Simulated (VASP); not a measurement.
# C (P6_3/mmc) in VASP: further runs, part 2 of 2

VASP 6.6.1.

## 4. Single point, LDA (atoms displaced along a vibrational mode, the cell strained)

INCAR

```
SYSTEM = C
ALGO     = Normal         ! electronic algorithm
EDIFF    = 1E-6           ! SCF threshold, eV
ENCUT    = 520            ! plane-wave cutoff, eV
ISIF     = 2              ! what is computed and relaxed
ISMEAR   = 0              ! smearing method
LASPH    = .TRUE.         ! aspherical terms in the spheres
LCHARG   = .FALSE.        ! write CHGCAR
LREAL    = .FALSE.        ! projectors in reciprocal space
LWAVE    = .FALSE.        ! write WAVECAR
NBANDS   = 26             ! bands
NELM     = 60             ! most SCF steps
PREC     = Accurate       ! precision mode
SIGMA    = 0.05           ! smearing width, eV
```

KPOINTS

```
k-points
0
G
  12 12 4
  0 0 0
```

POSCAR

```
C
1.0
    2.5186290723      0.0000000000      0.0000000000
   -1.2593145361      2.1811967593      0.0000000000
    0.0000000000      0.0000000000      8.0228736867
C
8
Direct
    0.0000000000      0.0000000000      0.0987800240
    0.0000000000      0.0000000000      0.5987800240
    0.0000000000      0.0000000000      0.4012199760
    0.0000000000      0.0000000000      0.9012199760
    0.3333333333      0.6666666667      0.1510010552
    0.6666666667      0.3333333333      0.6510010552
    0.3333333333      0.6666666667      0.3489989448
    0.6666666667      0.3333333333      0.8489989448
```

Potentials or basis: VASP PAW LDA potentials, release 64 (C).

On the command line:

```
cat potpaw_LDA.64/C/POTCAR > POTCAR
mpirun -np 1 vasp_std > vasp.out
```

OUTCAR:

```text
SYSTEM = C
   EDIFF = 1E-6
   ENCUT = 520
   ISIF = 2
   ISMEAR = 0
   LASPH = .TRUE.
   LREAL = .FALSE.
   NELM = 60
   PREC = Accurate

 ion  position               nearest neighbor table
   1  0.000  0.000  0.099-   5 1.51   5 1.51   5 1.51   4 1.58
   2  0.000  0.000  0.599-   6 1.51   6 1.51   6 1.51   3 1.58
   3  0.000  0.000  0.401-   7 1.51   7 1.51   7 1.51   2 1.58
   4  0.000  0.000  0.901-   8 1.51   8 1.51   8 1.51   1 1.58
   5  0.333  0.667  0.151-   1 1.51   1 1.51   1 1.51   7 1.59
   6  0.667  0.333  0.651-   2 1.51   2 1.51   2 1.51   8 1.59
   7  0.333  0.667  0.349-   3 1.51   3 1.51   3 1.51   5 1.59
   8  0.667  0.333  0.849-   4 1.51   4 1.51   4 1.51   6 1.59

  LATTYP: Found a hexagonal cell.
 ALAT       =     2.5186290723
 C/A-ratio  =     3.1854129593

  Lattice vectors:

 A1 = (   2.5186290723,   0.0000000000,   0.0000000000)
 A2 = (  -1.2593145361,   2.1811967593,   0.0000000000)
 A3 = (   0.0000000000,   0.0000000000,   8.0228736867)

Analysis of symmetry for initial positions (statically):
[... 193 lines left out ...]
 Fermi energy:        11.7211311281

 k-point     1 :       0.0000    0.0000    0.0000
  band No.  band energies     occupation
      1     -11.5713      2.00000
      2      -9.7709      2.00000
      3      -9.7246      2.00000
      4      -5.3495      2.00000
      5      -3.0706      2.00000
      6       4.2327      2.00000
[... 685 lines left out ...]
     25      21.6523      0.00000
     26      23.1324      0.00000

 [... further k-points ...]

------------------------ aborting loop because EDIFF is reached ----------------------------------------

  FORCE on cell =-STRESS in cart. coord.  units (eV):
  Direction    XX          YY          ZZ          XY          YZ          ZX
  --------------------------------------------------------------------------------------
  -------------------------------------------------------------------------------------
  Total       -2.5849213     -2.5849213      7.9361793     -0.0000000     -0.0000000      0.0000000
  in kB      -93.9656020    -93.9656020    288.4915155     -0.0000000     -0.0000000      0.0000000
  external PRESSURE =      33.5201039 kB  Pullay stress =       0.0000000 kB

 VOLUME and BASIS-vectors are now :
 -----------------------------------------------------------------------------
  energy-cutoff  :      520.00
  volume of cell :       44.07
      direct lattice vectors                 reciprocal lattice vectors
     2.518629072  0.000000000  0.000000000     0.397041395  0.229231956  0.000000000
    -1.259314536  2.181196759  0.000000000     0.000000000  0.458463912  0.000000000
     0.000000000  0.000000000  8.022873687     0.000000000  0.000000000  0.124643618

 POSITION                                       TOTAL-FORCE (eV/Angst)
 -----------------------------------------------------------------------------------
      0.00000      0.00000      0.79250         0.000000      0.000000     -3.189045
      0.00000      0.00000      4.80394         0.000000     -0.000000     -3.189045
      0.00000      0.00000      3.21894        -0.000000     -0.000000      3.189045
      0.00000      0.00000      7.23037        -0.000000      0.000000      3.189045
     -0.00000      1.45413      1.21146        -0.000000      0.000000      2.397995
      1.25931      0.72707      5.22290         0.000000     -0.000000      2.397995
     -0.00000      1.45413      2.79997        -0.000000      0.000000     -2.397995
      1.25931      0.72707      6.81141         0.000000     -0.000000     -2.397995
 -----------------------------------------------------------------------------------
    total drift:                               -0.000000      0.000000      0.000000

  FREE ENERGIE OF THE ION-ELECTRON SYSTEM (eV)
  ---------------------------------------------------
  free  energy   TOTEN  =       -80.2875795487 eV

  energy  without entropy=      -80.2875795487  energy(sigma->0) =      -80.28757955
```

It took 40 s on 1 thread of Intel Xeon Platinum 8488C (Sapphire Rapids), shared host; peak memory 0.16 GiB.

What came out:

```yaml
Free_energy: -80.2876 eV
Pressure: 3.4 GPa
Largest_force: 3.189 eV/Å
Band_gap_on_the_k_mesh: 2.76 eV (least direct gap 3.88 eV)
```

Forces on the atoms (eV/Å):
```
C    0.000  0.000 -3.189
C    0.000  0.000 -3.189
C    0.000  0.000  3.189
C    0.000  0.000  3.189
C    0.000  0.000  2.398
C    0.000  0.000  2.398
C    0.000  0.000 -2.398
C    0.000  0.000 -2.398
```

Stress tensor (GPa, compression positive):
```
-9.40  0.00  0.00
 0.00 -9.40  0.00
 0.00  0.00 28.85
```

Caveat: the cell differs from its parent crystal (atoms displaced along a vibrational mode, the cell strained); the cell stands under pressure; forces of over 1 eV/Å act on the atoms, so gaps and moduli don't describe the material at rest. A k mesh can miss the band edges.

## 5. Single point, LDA (atoms displaced along a vibrational mode, the cell strained)

INCAR

```
PREC = Accurate
ENCUT = 520
EDIFF = 1E-7
ISMEAR = 0
SIGMA = 0.05
LREAL = False
LASPH = True
NELM = 100
ALGO = Normal
ISIF = 2
LWAVE = False
LCHARG = False
GGA = CA
NBANDS = 26
```

KPOINTS

```
regular mesh
0
Gamma
  12 12 4
```

POSCAR

```
C
1.0
    2.5186290723      0.0000000000      0.0000000000
   -1.2593145361      2.1811967593      0.0000000000
    0.0000000000      0.0000000000      8.0228736867
C
8
Direct
    0.0000000000      0.0000000000      0.0958582779
    0.0000000000      0.0000000000      0.5958582779
    0.0000000000      0.0000000000      0.4041417221
    0.0000000000      0.0000000000      0.9041417221
    0.3333333333      0.6666666667      0.1532727096
    0.6666666667      0.3333333333      0.6532727096
    0.3333333333      0.6666666667      0.3467272904
    0.6666666667      0.3333333333      0.8467272904
```

On the command line:

```
cat potpaw_LDA.64/C/POTCAR > POTCAR
mpirun -np 1 vasp_std > vasp.out
```

Run time: 35 s. Hardware: 1 thread of Intel Xeon Platinum 8488C (Sapphire Rapids), shared host; peak memory 0.16 GiB.

The run converged. Its results:

- Free energy: -80.6502 eV
- Pressure: 2.5 GPa
- Largest force: 1.671 eV/Å
- Band gap on the k mesh: 3.59 eV (least direct gap 4.74 eV)

Forces in eV/Å, atoms in the order of the input:
```
C    0.000  0.000 -1.671
C    0.000  0.000 -1.671
C    0.000  0.000  1.671
C    0.000  0.000  1.671
C    0.000  0.000  1.195
C    0.000  0.000  1.195
C    0.000  0.000 -1.195
C    0.000  0.000 -1.195
```

Stress tensor (GPa, compression positive):
```
-11.20   0.00   0.00
  0.00 -11.20   0.00
  0.00   0.00  29.76
```

Levels at points of the mesh, in eV from the valence-band top:
| k point | band 12 | band 13 | band 14 | band 15 | band 16 | band 17 | band 18 | band 19 | band 20 | band 21 |
| --- | --- | --- | --- | --- | --- | --- | --- | --- | --- | --- |
| (0.00, 0.00, 0.00) | -2.57 | -2.57 | -0.81 | -0.81 | 0.00 | 4.74 | 4.74 | 5.20 | 6.39 | 6.39 |
| (0.50, 0.00, 0.00) | -5.89 | -5.85 | -4.70 | -3.83 | -3.69 | 3.59 | 5.04 | 5.14 | 5.71 | 6.78 |
| (0.00, 0.00, 0.50) | -2.40 | -1.48 | -1.48 | -1.48 | -1.48 | 5.49 | 5.49 | 5.49 | 5.49 | 6.09 |
| (0.50, 0.00, 0.50) | -6.97 | -4.93 | -4.93 | -4.45 | -4.45 | 3.95 | 3.95 | 6.68 | 6.68 | 7.41 |

Caveat: the cell differs from its parent crystal (atoms displaced along a vibrational mode, the cell strained); forces of over 1 eV/Å act on the atoms, so gaps and moduli don't describe the material at rest. A k mesh can miss the band edges.

## 6. Single point, LDA (atoms displaced along a vibrational mode, the cell strained)

INCAR

```
  PREC = Accurate
  ENCUT = 520
  EDIFF = 1E-6
  ISMEAR = 0
  SIGMA = 0.05
  LREAL = F
  LASPH = T
  NELM = 100
  ALGO = Normal
  ISIF = 2
  LWAVE = F
  LCHARG = F
  GGA = CA
  NBANDS = 26
```

KPOINTS is that of step 5.

POSCAR

```
C
1.0
    2.4606208111      0.0000000000      0.0000000000
   -1.2303104055      2.1309601315      0.0000000000
    0.0000000000      0.0000000000      8.4056584863
C
8
Direct
    0.0000000000      0.0000000000      0.0929365318
    0.0000000000      0.0000000000      0.5929365318
    0.0000000000      0.0000000000      0.4070634682
    0.0000000000      0.0000000000      0.9070634682
    0.3333333333      0.6666666667      0.1555443640
    0.6666666667      0.3333333333      0.6555443640
    0.3333333333      0.6666666667      0.3444556360
    0.6666666667      0.3333333333      0.8444556360
```

Potentials or basis: VASP PAW LDA potentials, release 64 (C).

On the command line:

```
cat potpaw_LDA.64/C/POTCAR > POTCAR
mpirun -np 1 vasp_std > vasp.out
```

OUTCAR:

```text
PREC = Accurate
   ENCUT = 520
   EDIFF = 1E-6
   ISMEAR = 0
   LREAL = F
   LASPH = T
   NELM = 100
   ISIF = 2
   GGA = CA

 ion  position               nearest neighbor table
   1  0.000  0.000  0.093-   5 1.51   5 1.51   5 1.51   4 1.56
   2  0.000  0.000  0.593-   6 1.51   6 1.51   6 1.51   3 1.56
   3  0.000  0.000  0.407-   7 1.51   7 1.51   7 1.51   2 1.56
   4  0.000  0.000  0.907-   8 1.51   8 1.51   8 1.51   1 1.56
   5  0.333  0.667  0.156-   1 1.51   1 1.51   1 1.51   7 1.59
   6  0.667  0.333  0.656-   2 1.51   2 1.51   2 1.51   8 1.59
   7  0.333  0.667  0.344-   3 1.51   3 1.51   3 1.51   5 1.59
   8  0.667  0.333  0.844-   4 1.51   4 1.51   4 1.51   6 1.59

  LATTYP: Found a hexagonal cell.
 ALAT       =     2.4606208111
 C/A-ratio  =     3.4160722564

  Lattice vectors:

 A1 = (   2.4606208111,   0.0000000000,   0.0000000000)
 A2 = (  -1.2303104055,   2.1309601315,   0.0000000000)
 A3 = (   0.0000000000,   0.0000000000,   8.4056584863)

Analysis of symmetry for initial positions (statically):
=====================================================================
 Subroutine PRICEL returns:
 Original cell was already a primitive cell.

 Routine SETGRP: Setting up the symmetry group for a
 hexagonal supercell.

 Subroutine GETGRP returns: Found 24 space group operations
 (whereof 12 operations were pure point group operations)
 out of a pool of 24 trial point group operations.

The static configuration has the point symmetry D_3d.
 The point group associated with its full space group is D_6h.

Analysis of symmetry for dynamics (positions and initial velocities):
=====================================================================
 Subroutine PRICEL returns:
 Original cell was already a primitive cell.

 Routine SETGRP: Setting up the symmetry group for a
 hexagonal supercell.

 Subroutine GETGRP returns: Found 24 space group operations
 (whereof 12 operations were pure point group operations)
 out of a pool of 24 trial point group operations.

The dynamic configuration has the point symmetry D_3d.
 The point group associated with its full space group is D_6h.

 Subroutine INISYM returns: Found 24 space group operations
 (whereof 12 operations are pure point group operations),
 and found     1 'primitive' translations

----------------------------------------------------------------------------------------

                                     Primitive cell

  volume of cell :      44.0749

  direct lattice vectors                    reciprocal lattice vectors
     2.460620811  0.000000000  0.000000000     0.406401505  0.234636018  0.000000000
    -1.230310406  2.130960132  0.000000000     0.000000000  0.469272036  0.000000000
     0.000000000  0.000000000  8.405658486     0.000000000  0.000000000  0.118967479

  length of vectors
     2.460620811  2.460620811  8.405658486     0.469272036  0.469272036  0.118967479

  position of ions in fractional coordinates (direct lattice)
     0.000000000  0.000000000  0.092936532
     0.000000000  0.000000000  0.592936532
     0.000000000  0.000000000  0.407063468
     0.000000000  0.000000000  0.907063468
     0.333333333  0.666666667  0.155544364
     0.666666667  0.333333333  0.655544364
     0.333333333  0.666666667  0.344455636
     0.666666667  0.333333333  0.844455636

  ion indices of the primitive-cell ions
   primitive index   ion index
                 1           1
[... 33 lines left out ...]

 Following reciprocal coordinates:
            Coordinates               Weight
  0.000000  0.000000  0.000000      1.000000
  0.083333  0.000000  0.000000      6.000000
  0.166667  0.000000  0.000000      6.000000
  0.250000  0.000000  0.000000      6.000000
  0.333333  0.000000  0.000000      6.000000
  0.416667  0.000000  0.000000      6.000000
[... 16 lines left out ...]
  0.250000  0.000000  0.250000     12.000000
  0.333333  0.000000  0.250000     12.000000
 [... further k-points ...]
   k-points           NKPTS =     57   k-points in BZ     NKDIM =     57   number of bands    NBANDS=     26
   number of dos      NEDOS =    301   number of ions     NIONS =      8
   total plane-waves  NPLWV =  20736
   dimension x,y,z NGX =    18 NGY =   18 NGZ =   64
   dimension x,y,z NGXF=    36 NGYF=   36 NGZF=  128
   ions per type =               8
   NGX,Y,Z   is equivalent  to a cutoff of  12.16, 12.16, 12.66 a.u.
   NGXF,Y,Z  is equivalent  to a cutoff of  24.32, 24.32, 25.32 a.u.
 SYSTEM =  unknown system
   PREC   = accura    normal or accurate (medium, high low for compatibility)
   ISTART =      0    job   : 0-new  1-cont  2-samecut
   ICHARG =      2    charge: 1-file 2-atom 10-const
   ISPIN  =      1    spin polarized calculation?
   LNONCOLLINEAR =      F non collinear calculations
   LSORBIT =      F    spin-orbit coupling
   LASPH  =      T    aspherical Exc in radial PAW
   ENCUT  =  520.0 eV  38.22 Ry    6.18 a.u.   4.58  4.58 15.63*2*pi/ulx,y,z
   NELM   =    100;   NELMIN=  2; NELMDL= -5     # of ELM steps
   EDIFF  = 0.1E-05   stopping-criterion for ELM
   LREAL  =      F    real-space projection
[... 7 lines left out ...]
   TEBEG  =    0.0;   TEEND  =   0.0 temperature during run
   PSTRESS=    0.0 pullay stress
   NELECT =      32.0000    total number of electrons
   NUPDOWN=      -1.0000    fix difference up-down
   EMIN   =  10.00;   EMAX   =-10.00  energy-range for DOS
   EFERMI =   0.00;   METHOD = LEGACY
   ISMEAR =     0;   SIGMA  =   0.05  broadening in eV -4-tet -1-fermi 0-gaus
   EFERMI_NEDOS =   21; number of points for ismear=-14 and -15
   IALGO  =     38    algorithm
   IMIX   =      4    mixing-type and parameters
     AMIX     =   0.40;   BMIX     =  1.00
     AMIX_MAG =   1.60;   BMIX_MAG =  1.00
  volume/ion in A,a.u.               =       5.51        37.18
  Fermi-wavevector in a.u.,A,eV,Ry     =   1.471389  2.780522 29.456426  2.164986
  Thomas-Fermi vector in A             =   2.586531
   LORBIT       =      0    0 simple, 1 ext, 2 COOP (PROOUT), +10 PAW based schemes
   GGA     = CA    functional components
   LHFCALC =     F    Hartree Fock is set to
   AEXX    =    0.0000 exact exchange contribution
   IVDW    =     0    specifies the selected vdW correction
   LEPSILON=     F    determine dielectric tensor
   LRPA    =     F    only Hartree local field effects (RPA)
 non-spin polarized calculation
 Gauss-broadening in eV      SIGMA  =   0.05
  energy-cutoff  :      520.00
  volume of cell :       44.07
 maximum number of plane-waves:      1210
   NGX =  9   NGY =  9   NGZ = 31

 number of electron      31.9999986 magnetization

 Free energy of the ion-electron system (eV)
  ---------------------------------------------------
  ext. energy  EPLUGINS =         0.00000000
  ---------------------------------------------------
  free energy    TOTEN  =       -80.76729777 eV

  energy without entropy =      -80.76729777  energy(sigma->0) =      -80.76729777

 E-fermi :  10.5458     XC(G=0): -13.6390

 val. band max:       10.2934072748   @ k =   0.0000   0.0000   0.0000
 cond. band min:      14.8913126813   @ k =   0.0000   0.0000   0.0000
 fundamental gap:      4.5979054065
 Fermi energy:        10.5458336128

 k-point     1 :       0.0000    0.0000    0.0000
  band No.  band energies     occupation
      1     -11.5769      2.00000
      2      -9.9947      2.00000
      3      -9.8819      2.00000
      4      -6.1766      2.00000
      5      -3.5191      2.00000
      6       2.9504      2.00000
[... 685 lines left out ...]
     25      21.0885      0.00000
     26      22.2452      0.00000

 [... further k-points ...]

------------------------ aborting loop because EDIFF is reached ----------------------------------------

  FORCE on cell =-STRESS in cart. coord.  units (eV):
  Direction    XX          YY          ZZ          XY          YZ          ZX
  --------------------------------------------------------------------------------------
  -------------------------------------------------------------------------------------
  Total        4.7043246      4.7043246     -7.2983938      0.0000000      0.0000000      0.0000000
  in kB      171.0078745    171.0078745   -265.3054173      0.0000000      0.0000000      0.0000000
  external PRESSURE =      25.5701106 kB  Pullay stress =       0.0000000 kB

 VOLUME and BASIS-vectors are now :
 -----------------------------------------------------------------------------
  energy-cutoff  :      520.00
  volume of cell :       44.07
      direct lattice vectors                 reciprocal lattice vectors
     2.460620811  0.000000000  0.000000000     0.406401505  0.234636018  0.000000000
    -1.230310406  2.130960132  0.000000000     0.000000000  0.469272036  0.000000000
     0.000000000  0.000000000  8.405658486     0.000000000  0.000000000  0.118967479

 POSITION                                       TOTAL-FORCE (eV/Angst)
 -----------------------------------------------------------------------------------
      0.00000      0.00000      0.78119         0.000000      0.000000     -0.045127
      0.00000      0.00000      4.98402        -0.000000      0.000000     -0.045127
      0.00000      0.00000      3.42164         0.000000      0.000000      0.045127
      0.00000      0.00000      7.62447        -0.000000      0.000000      0.045127
     -0.00000      1.42064      1.30745         0.000000     -0.000000      0.088502
      1.23031      0.71032      5.51028        -0.000000      0.000000      0.088502
     -0.00000      1.42064      2.89538         0.000000     -0.000000     -0.088502
      1.23031      0.71032      7.09821        -0.000000      0.000000     -0.088502
 -----------------------------------------------------------------------------------
    total drift:                               -0.000000      0.000000      0.000000

  FREE ENERGIE OF THE ION-ELECTRON SYSTEM (eV)
  ---------------------------------------------------
  free  energy   TOTEN  =       -80.7672977713 eV

  energy  without entropy=      -80.7672977713  energy(sigma->0) =      -80.76729777
```

It took 34 s on 1 thread of Intel Xeon Platinum 8488C (Sapphire Rapids), shared host; peak memory 0.16 GiB.

Results:

```
Free energy            : -80.7673 eV
Pressure               : 2.6 GPa
Largest force          : 0.089 eV/Å
Band gap on the k mesh : 4.60 eV
```

Forces in eV/Å, atoms in the order of the input:
```
C    0.000  0.000 -0.045
C    0.000  0.000 -0.045
C    0.000  0.000  0.045
C    0.000  0.000  0.045
C    0.000  0.000  0.089
C    0.000  0.000  0.089
C    0.000  0.000 -0.089
C    0.000  0.000 -0.089
```

Stress tensor (GPa, compression positive):
```
 17.10   0.00   0.00
  0.00  17.10   0.00
  0.00   0.00 -26.53
```

Caveat: the cell differs from its parent crystal (atoms displaced along a vibrational mode, the cell strained). A k mesh can miss the band edges.

## 7. The runs side by side

| cell | gap on the mesh (eV) | pressure (GPa) | largest force (eV/Å) |
| --- | --- | --- | --- |
| a = 2.519, b = 2.519, c = 8.023 Å, angles 90.0, 90.0, 120.0°, 8 atoms, atomic positions A | 3.43 | 8.1 | 4.92 |
| a = 2.519, b = 2.519, c = 8.023 Å, angles 90.0, 90.0, 120.0°, 8 atoms, atomic positions B | 4.13 | 2.8 | 0.23 |
| a = 2.519, b = 2.519, c = 8.023 Å, angles 90.0, 90.0, 120.0°, 8 atoms, atomic positions C | 2.76 | 3.4 | 3.19 |
| a = 2.519, b = 2.519, c = 8.023 Å, angles 90.0, 90.0, 120.0°, 8 atoms, atomic positions D | 3.59 | 2.5 | 1.67 |
| a = 2.461, b = 2.461, c = 8.406 Å, angles 90.0, 90.0, 120.0°, 8 atoms, atomic positions B | 4.60 | 2.6 | 0.09 |

Alike in all rows: task single point; level LDA; potentials or basis VASP PAW LDA potentials, release 64 (C); no spin polarisation; k mesh 12 × 12 × 4; cutoff (eV) 520; smearing gaussian 0.05 eV.

Caveats: forces of over 1 eV/Å act on the atoms, so gaps and moduli don't describe the material at rest (at least some runs); the cell stands under pressure (at least some runs).

Absolute energies hang on the potentials; compare differences alone.
